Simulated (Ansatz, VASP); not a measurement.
# ZnS in VASP and in Ansatz

```
Zn S
1.0
     3.78140    0.00000    0.00000
    -1.89070    3.27479    0.00000
     0.00000    0.00000    6.20744
Zn S
2 2
Direct
  0.33333 0.66667 0.50244
  0.66667 0.33333 0.00244
  0.66667 0.33333 0.37657
  0.33333 0.66667 0.87657
```

Alike in both runs: task single point; functional PBEsol; k mesh 9 × 9 × 6; occupations gaussian, width 0.02 eV; no spin polarisation.

```csv
,VASP,Ansatz
version,VASP 6.6.1,Ansatz 0.2.0
potentials or method,"VASP PAW PBE potentials, release 64 (Zn, S), cutoff 500 eV","scalar-relativistic, plane waves, PAW"
valence electrons in the cell,36,36
```

|  | VASP | Ansatz | Ansatz less VASP |
| --- | --- | --- | --- |
| gap on the k mesh at the Fermi level (eV) | 2.16 | 2.16 | -0.007 |
| least direct gap on the mesh (eV) | 2.16 | 2.16 | -0.007 |
| pressure (GPa) | 0.2 | 0.0 | -0.18 |

VASP's potentials were made for PBE, not for PBEsol. With one functional, cell and mesh, what is left measures potentials, basis and numerics.
